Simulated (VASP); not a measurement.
Wanted: the native input for a VASP 6.6.1 run.

- Task: single point
- Functional: r2SCAN
- Potentials or basis: VASP PAW PBE potentials, release 64 (Cd_sv_GW, N, Si)
- Cutoff: 770 eV
- k mesh: 8 × 8 × 2
- Occupations: fermi-dirac, width 0.02 eV
- Spin: no spin polarisation
- Dipole correction: no
- Further INCAR settings: ALGO = Normal; EDIFF = 1e-06; NBANDS = 44

Crystal: CdSiN2.

```
Cd N Si
1.0
     3.05814    0.00000    0.00000
     0.00000    3.05814    0.00000
     0.00000    0.00000   10.21167
Cd N Si
2 4 2
Direct
  0.50000 0.00000 0.86162
  0.00000 0.50000 0.13838
  0.50000 0.50000 0.00000
  0.00000 0.00000 0.32471
  0.50000 0.50000 0.50000
  0.00000 0.00000 0.67529
  0.50000 0.00000 0.39568
  0.00000 0.50000 0.60432
```

The input as run:

POSCAR

```
CdSiN2
1.0
    3.0581408269      0.0000000000      0.0000000000
    0.0000000000      3.0581408269      0.0000000000
    0.0000000000      0.0000000000     10.2116679123
Cd N Si
2 4 2
Direct
    0.5000000000      0.0000000000      0.8616232094
    0.0000000000      0.5000000000      0.1383767906
    0.5000000000      0.5000000000      0.0000000000
    0.0000000000      0.0000000000      0.3247102099
    0.5000000000      0.5000000000      0.5000000000
    0.0000000000      0.0000000000      0.6752897901
    0.5000000000      0.0000000000      0.3956755403
    0.0000000000      0.5000000000      0.6043244597
```

INCAR.step1

```
ALGO = Normal ; EDIFF = 1E-5
ENCUT = 770 ; GGA = PE
GGA_COMPAT = F ; ISMEAR = -1
LASPH = T ; LCHARG = F
LREAL = F ; LWAVE = T
NBANDS = 44 ; NELM = 120
PREC = Accurate ; SIGMA = 0.02
```

INCAR.step2

```
ALGO = Normal ; EDIFF = 1E-6
ENCUT = 770 ; GGA_COMPAT = F
ISIF = 2 ; ISMEAR = -1
ISTART = 1 ; LASPH = T
LCHARG = T ; LELF = T
LMIXTAU = T ; LREAL = F
LVHAR = T ; LWAVE = F
METAGGA = R2SCAN ; NBANDS = 44
NELM = 120 ; PREC = Accurate
SIGMA = 0.02
```

KPOINTS

```
k-points
0
Gamma
  8 8 2
```

Potentials or basis: VASP PAW PBE potentials, release 64 (Cd_sv_GW, N, Si).

Launch:

```sh
$ cat potpaw_PBE.64/Cd_sv_GW/POTCAR potpaw_PBE.64/N/POTCAR potpaw_PBE.64/Si/POTCAR > POTCAR
$ cp INCAR.step1 INCAR
$ mpirun -np 1 vasp_std > vasp.out
$ cp INCAR.step2 INCAR
$ mpirun -np 1 vasp_std > vasp.out
```

It gave:

```json
{"Pressure": "5.7 GPa", "Largest force": "0.250 eV/Å", "Band gap on the k mesh": "zero (bands 34 and 35 overlap by 0.44 eV)"}
```

Caveat: the cell stands under pressure; semilocal functionals underestimate gaps, and a narrow one can read as zero; the PAW data sets were made with another functional, which shifts forces and pressure a little.

Run time: 7.7 min on 1 thread of Intel(R) Xeon(R) 6975P-C (Granite Rapids) (shared host), peak memory 0.44 GiB.
